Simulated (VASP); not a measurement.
# Ba (P6_422) in VASP: a series of runs, part 2 of 2

VASP 6.6.1. Earlier steps stand in the parts before.

## Step 4: Single point, PBE

This run uses another cell than the first one, of 58.48 Å³/atom.

The input, INCAR:

```
PREC = Accurate ; ENCUT = 520
EDIFF = 1E-7 ; ISMEAR = 0
SIGMA = 0.1 ; LREAL = False
LASPH = True ; NELM = 100
ALGO = Fast ; ISIF = 2
LWAVE = False ; LCHARG = True
GGA = PE ; LELF = True
LVHAR = True ; NBANDS = 22
```

The input, KPOINTS:

```
Automatic mesh
0
Gamma
  3 3 2
```

The input, POSCAR:

```
Ba
1.0
    4.2452580405      0.0000000000      0.0000000000
   -2.1226290202      3.6765013087      0.0000000000
    0.0000000000      0.0000000000     11.2407458926
Ba
3
Direct
    0.0000000000      0.5000000000      0.8333333333
    0.5000000000      0.0000000000      0.5000000000
    0.5000000000      0.5000000000      0.1666666667
```

Potentials or basis: VASP PAW PBE potentials, release 64 (Ba_sv).

Launch:

```
$ cat potpaw_PBE.64/Ba_sv/POTCAR > POTCAR
$ mpirun -np 1 vasp_std > vasp.out
```

OUTCAR:

```text
PREC = Accurate
   ENCUT = 520
   EDIFF = 1E-7
   ISMEAR = 0
   LREAL = False
   LASPH = True
   NELM = 100
   ISIF = 2
   GGA = PE

 ion  position               nearest neighbor table
   1  0.000  0.500  0.833-   2 4.31   2 4.31   3 4.31   3 4.31
   2  0.500  0.000  0.500-   3 4.31   3 4.31   1 4.31   1 4.31
   3  0.500  0.500  0.167-   2 4.31   2 4.31   1 4.31   1 4.31

  LATTYP: Found a hexagonal cell.
 ALAT       =     4.2452580405
 C/A-ratio  =     2.6478357229

  Lattice vectors:

 A1 = (   4.2452580405,   0.0000000000,   0.0000000000)
 A2 = (  -2.1226290202,   3.6765013087,   0.0000000000)
 A3 = (   0.0000000000,   0.0000000000,  11.2407458926)

Analysis of symmetry for initial positions (statically):
=====================================================================
 Subroutine PRICEL returns:
 Original cell was already a primitive cell.

 Routine SETGRP: Setting up the symmetry group for a
 hexagonal supercell.

 Subroutine GETGRP returns: Found 12 space group operations
 (whereof  4 operations were pure point group operations)
 out of a pool of 24 trial point group operations.

The static configuration has the point symmetry D_2 .
 The point group associated with its full space group is D_6 .

Analysis of symmetry for dynamics (positions and initial velocities):
=====================================================================
 Subroutine PRICEL returns:
 Original cell was already a primitive cell.

 Routine SETGRP: Setting up the symmetry group for a
 hexagonal supercell.

 Subroutine GETGRP returns: Found 12 space group operations
 (whereof  4 operations were pure point group operations)
 out of a pool of 24 trial point group operations.

The dynamic configuration has the point symmetry D_2 .
 The point group associated with its full space group is D_6 .

 Subroutine INISYM returns: Found 12 space group operations
 (whereof  4 operations are pure point group operations),
 and found     1 'primitive' translations

----------------------------------------------------------------------------------------

                                     Primitive cell

  volume of cell :     175.4422

  direct lattice vectors                    reciprocal lattice vectors
     4.245258041  0.000000000  0.000000000     0.235556942  0.135998864  0.000000000
    -2.122629020  3.676501309  0.000000000     0.000000000  0.271997727  0.000000000
     0.000000000  0.000000000 11.240745893     0.000000000  0.000000000  0.088962068

  length of vectors
     4.245258041  4.245258040 11.240745893     0.271997727  0.271997727  0.088962068

  position of ions in fractional coordinates (direct lattice)
     1.000000000  0.500000000  0.833333333
     0.500000000  0.000000000  0.500000000
     0.500000000  0.500000000  0.166666667

  ion indices of the primitive-cell ions
   primitive index   ion index
                 1           1
                 2           2
                 3           3

----------------------------------------------------------------------------------------

 KPOINTS: Automatic mesh

Automatic generation of k-mesh.
 Grid dimensions read from file:
 generate k-points for:    3    3    2

 Generating k-lattice:

  Cartesian coordinates                     Fractional coordinates (reciprocal lattice)
     0.078518981  0.045332955  0.000000000     0.333333333  0.000000000  0.000000000
     0.000000000  0.090665909  0.000000000     0.000000000  0.333333333  0.000000000
     0.000000000  0.000000000  0.044481034     0.000000000  0.000000000  0.500000000

  Length of vectors
     0.090665909  0.090665909  0.044481034

  Shift w.r.t. Gamma in fractional coordinates (k-lattice)
     0.000000000  0.000000000  0.000000000

 Subroutine IBZKPT returns following result:
 ===========================================

 Found      6 irreducible k-points:

 Following reciprocal coordinates:
            Coordinates               Weight
  0.000000  0.000000  0.000000      1.000000
  0.333333 -0.000000  0.000000      6.000000
  0.333333  0.333333  0.000000      2.000000
  0.000000  0.000000  0.500000      1.000000
  0.333333 -0.000000  0.500000      6.000000
  0.333333  0.333333  0.500000      2.000000
   k-points           NKPTS =      6   k-points in BZ     NKDIM =      6   number of bands    NBANDS=     22
   number of dos      NEDOS =    301   number of ions     NIONS =      3
   total plane-waves  NPLWV =  86016
   dimension x,y,z NGX =    32 NGY =   32 NGZ =   84
   dimension x,y,z NGXF=    64 NGYF=   64 NGZF=  168
   ions per type =               3
   NGX,Y,Z   is equivalent  to a cutoff of  12.53, 12.53, 12.42 a.u.
   NGXF,Y,Z  is equivalent  to a cutoff of  25.06, 25.06, 24.85 a.u.
 SYSTEM =  unknown system
   PREC   = accura    normal or accurate (medium, high low for compatibility)
   ISTART =      0    job   : 0-new  1-cont  2-samecut
   ICHARG =      2    charge: 1-file 2-atom 10-const
   ISPIN  =      1    spin polarized calculation?
   LNONCOLLINEAR =      F non collinear calculations
   LSORBIT =      F    spin-orbit coupling
   LASPH  =      T    aspherical Exc in radial PAW
   ENCUT  =  520.0 eV  38.22 Ry    6.18 a.u.   7.89  7.89 20.90*2*pi/ulx,y,z
   NELM   =    100;   NELMIN=  2; NELMDL= -5     # of ELM steps
   EDIFF  = 0.1E-06   stopping-criterion for ELM
   LREAL  =      F    real-space projection
   EDIFFG = 0.1E-05   stopping-criterion for IOM
   NSW    =      0    number of steps for IOM
   IBRION =     -1    ionic relax: 0-MD 1-quasi-New 2-CG
   NFREE  =      0    steps in history (QN), initial steepest desc. (CG)
   ISIF   =      2    stress and relaxation
   ISYM   =      2    0-nonsym 1-usesym 2-fastsym
   POTIM  = 0.5000    time-step for ionic-motion
   TEBEG  =    0.0;   TEEND  =   0.0 temperature during run
   PSTRESS=    0.0 pullay stress
   NELECT =      30.0000    total number of electrons
   NUPDOWN=      -1.0000    fix difference up-down
   EMIN   =  10.00;   EMAX   =-10.00  energy-range for DOS
   EFERMI =   0.00;   METHOD = LEGACY
   ISMEAR =     0;   SIGMA  =   0.10  broadening in eV -4-tet -1-fermi 0-gaus
   EFERMI_NEDOS =   21; number of points for ismear=-14 and -15
   IALGO  =     68    algorithm
   IMIX   =      4    mixing-type and parameters
     AMIX     =   0.40;   BMIX     =  1.00
     AMIX_MAG =   1.60;   BMIX_MAG =  1.00
  volume/ion in A,a.u.               =      58.48       394.65
  Fermi-wavevector in a.u.,A,eV,Ry     =   0.908665  1.717128 11.233958  0.825673
  Thomas-Fermi vector in A             =   2.032618
   LORBIT       =      0    0 simple, 1 ext, 2 COOP (PROOUT), +10 PAW based schemes
   GGA     = PE    functional components
   LHFCALC =     F    Hartree Fock is set to
   AEXX    =    0.0000 exact exchange contribution
   IVDW    =     0    specifies the selected vdW correction
   LEPSILON=     F    determine dielectric tensor
   LRPA    =     F    only Hartree local field effects (RPA)
 non-spin polarized calculation
 RMM-DIIS sequential band-by-band and
 Gauss-broadening in eV      SIGMA  =   0.10
  energy-cutoff  :      520.00
  volume of cell :      175.44
 maximum number of plane-waves:      4740
 NGX is ok and might be reduce to    32
   NGX = 15   NGY = 15   NGZ = 41

 number of electron      29.9999995 magnetization

 Free energy of the ion-electron system (eV)
  ---------------------------------------------------
  ext. energy  EPLUGINS =         0.00000000
  ---------------------------------------------------
  free energy    TOTEN  =        -5.47868815 eV

  energy without entropy =       -5.45369377  energy(sigma->0) =       -5.46619096

 E-fermi :   2.0288     XC(G=0):  -7.6388

 val. band max:        2.0231494460   @ k =   0.3333   0.3333   0.0000
 cond. band min:       2.1444623593   @ k =   0.3333   0.3333   0.5000
 fundamental gap:      0.1213129133
 Fermi energy:         2.0287644335

 k-point     1 :       0.0000    0.0000    0.0000
  band No.  band energies     occupation
      1     -26.8811      2.00000
      2     -26.8472      2.00000
      3     -26.8472      2.00000
      4     -12.2190      2.00000
      5     -12.2190      2.00000
      6     -11.8262      2.00000
[... 14 lines left out ...]
     21       3.9366      0.00000
     22       4.2135      0.00000
[... 102 lines left out ...]
  band No.  band energies     occupation
      1     -26.8102      2.00000
      2     -26.7965      2.00000
      3     -26.7965      2.00000
      4     -12.2477      2.00000
      5     -12.2163      2.00000
      6     -12.2163      2.00000
[... 14 lines left out ...]
     21       3.2556      0.00000
     22       4.0074      0.00000

------------------------ aborting loop because EDIFF is reached ----------------------------------------

  FORCE on cell =-STRESS in cart. coord.  units (eV):
  Direction    XX          YY          ZZ          XY          YZ          ZX
  --------------------------------------------------------------------------------------
  -------------------------------------------------------------------------------------
  Total        0.1427785      0.1427785      0.1006688      0.0000000      0.0000000      0.0000000
  in kB        1.3038853      1.3038853      0.9193305      0.0000000      0.0000000      0.0000000
  external PRESSURE =       1.1757004 kB  Pullay stress =       0.0000000 kB

 VOLUME and BASIS-vectors are now :
 -----------------------------------------------------------------------------
  energy-cutoff  :      520.00
  volume of cell :      175.44
      direct lattice vectors                 reciprocal lattice vectors
     4.245258041  0.000000000  0.000000000     0.235556942  0.135998864  0.000000000
    -2.122629020  3.676501309  0.000000000     0.000000000  0.271997727  0.000000000
     0.000000000  0.000000000 11.240745893     0.000000000  0.000000000  0.088962068

 POSITION                                       TOTAL-FORCE (eV/Angst)
 -----------------------------------------------------------------------------------
     -1.06131      1.83825      9.36729         0.000000      0.000000      0.000000
      2.12263      0.00000      5.62037        -0.000000      0.000000     -0.000000
      1.06131      1.83825      1.87346         0.000000     -0.000000     -0.000000
 -----------------------------------------------------------------------------------
    total drift:                               -0.000000      0.000000     -0.000000

  FREE ENERGIE OF THE ION-ELECTRON SYSTEM (eV)
  ---------------------------------------------------
  free  energy   TOTEN  =        -5.4786881495 eV

  energy  without entropy=       -5.4536937718  energy(sigma->0) =       -5.46619096
```

Run time: 23 s. Hardware: 1 thread of AMD EPYC 9R45 (Zen 5), shared host; peak memory 0.24 GiB.

Results:

| Property | Result |
| --- | --- |
| Free energy | -5.4787 eV |
| Pressure | 0.1 GPa |
| Band gap on the k mesh | zero (bands 15 and 16 overlap by 0.34 eV) |

Caveat: the k points lie up to 0.57 Å⁻¹ apart; spin-orbit coupling is left out, which moves the levels of the heavy elements.

## Step 5: Relaxation of cell and atoms, PBE

This run uses another cell than the first one, of 75.09 Å³/atom.

The input, INCAR:

```
PREC = Accurate ; ENCUT = 600
EDIFF = 1E-7 ; ISMEAR = 0
SIGMA = 0.1 ; LREAL = F
LASPH = T ; NELM = 100
ALGO = Fast ; ISIF = 3
LWAVE = F ; LCHARG = F
GGA = PE ; IBRION = 2
NSW = 90 ; EDIFFG = -0.04
```

KPOINTS is that of step 4.

The input, POSCAR:

```
Ba
1.0
    5.8273489389      0.0000000000      0.0000000000
   -2.9136744694      5.0466322178      0.0000000000
    0.0000000000      0.0000000000      7.6596079500
Ba
3
Direct
    0.0000000000      0.5000000000      0.8333333333
    0.5000000000      0.0000000000      0.5000000000
    0.5000000000      0.5000000000      0.1666666667
```

Launch:

```
$ cat potpaw_PBE.64/Ba_sv/POTCAR > POTCAR
$ mpirun -np 1 vasp_std > vasp.out
```

Run time: 15 min. Hardware: 1 thread of AMD EPYC 9R45 (Zen 5), shared host; peak memory 0.38 GiB.

The run converged. Its results:

```yaml
Free_energy: -5.4785 eV
Relaxed_volume: 59.48 Å³/atom
Relaxed_cell: a = 4.271 Å, b = 4.271 Å, c = 11.297 Å, α = 90.00°, β = 90.00°, γ = 120.00°
Space_group_after_relaxing_to_0.1_Å: P6_422 (No. 181)
Energy_gained_by_relaxing: 493.5 meV/atom
Ionic_steps: 20
Pressure_after_relaxing: 0.0 GPa
Band_gap_on_the_k_mesh: zero (bands 15 and 16 overlap by 0.33 eV)
```

Step by step:
```
step  energy change (eV)  largest force (eV/Å)  pressure (GPa)  volume (Å³)
   1              0.0000                0.0000           -0.81       225.26
   2             -0.0931                0.0000           -0.77       213.07
   3             -0.3399                0.0000           -0.10       178.53
   4              0.1192                0.0000            6.22       118.61
   5             -0.3887                0.0000            0.59       163.79
   6             -0.4983                0.0000            0.88       161.20
   7             -0.8778                0.0000            1.63       150.87
   8             -0.5676                0.0000            5.77       121.40
   9             -1.1260                0.0000            1.96       142.03
  10             -1.1062                0.0000            3.11       132.19
  11             -1.1549                0.0000            2.66       135.34
  12             -1.2394                0.0000            2.35       140.42
  13             -1.2422                0.0000            2.05       146.43
  14             -1.2532                0.0000            2.15       144.07
  15             -1.3524                0.0000            1.49       152.05
  16             -1.4759                0.0000            0.13       175.43
  17             -1.4781                0.0000           -0.01       178.98
  18             -1.4781                0.0000           -0.07       179.84
  19             -1.4794                0.0000           -0.04       179.33
  20             -1.4804                0.0000           -0.01       178.45
```

Final structure:
```
Ba
1.0
     4.27073    0.00000    0.00000
    -2.13537    3.69856    0.00000
     0.00000    0.00000   11.29721
Ba
3
Direct
  0.00000 0.50000 0.83333
  0.50000 0.00000 0.50000
  0.50000 0.50000 0.16667
```

Levels at points of the mesh, in eV from the Fermi level:
```
           k point  band 12  band 13  band 14  band 15  band 16  band 17  band 18  band 19
(0.00, 0.00, 0.00)   -13.82    -2.89    -1.54    -1.54     0.66     0.66     1.09     1.88
(0.00, 0.00, 0.50)   -13.82    -2.44    -2.44    -1.13     0.82     0.82     0.82     1.80
```

Caveat: the k points lie up to 0.57 Å⁻¹ apart in the final cell; the volume moved by over 15 % at a fixed basis, so the end points are rough; spin-orbit coupling is left out, which moves the levels of the heavy elements.

## Step 6: The runs side by side

| task | cell | k mesh | cutoff (eV) | gap on the mesh (eV) | pressure (GPa) | relaxed volume (Å³/atom) |
| --- | --- | --- | --- | --- | --- | --- |
| single point | a = 4.396, b = 4.396, c = 11.254 Å, angles 90.0, 90.0, 120.0°, 3 atoms | 6 × 6 × 2 | 520 | none | 0.1 | - |
| relaxation of cell and atoms | relaxed from a = 4.245, b = 4.245, c = 11.241 Å, angles 90.0, 90.0, 120.0°, 3 atoms | 6 × 6 × 2 | 600 | none | -0.1 | 64.02 |
| single point | a = 4.245, b = 4.245, c = 11.241 Å, angles 90.0, 90.0, 120.0°, 3 atoms | 3 × 3 × 2 | 520 | none | 0.1 | - |
| relaxation of cell and atoms | relaxed from a = 5.827, b = 5.827, c = 7.660 Å, angles 90.0, 90.0, 120.0°, 3 atoms | 3 × 3 × 2 | 600 | none | 0.0 | 59.48 |

Alike in all rows: level PBE; potentials or basis VASP PAW PBE potentials, release 64 (Ba_sv); no spin polarisation; smearing gaussian 0.1 eV.

Caveats: some runs use coarse meshes; spin-orbit coupling is left out, which moves the levels of the heavy elements; the volume moved by over 15 % at a fixed basis, so the end points are rough (at least some runs).

Absolute energies hang on the potentials; compare differences alone.
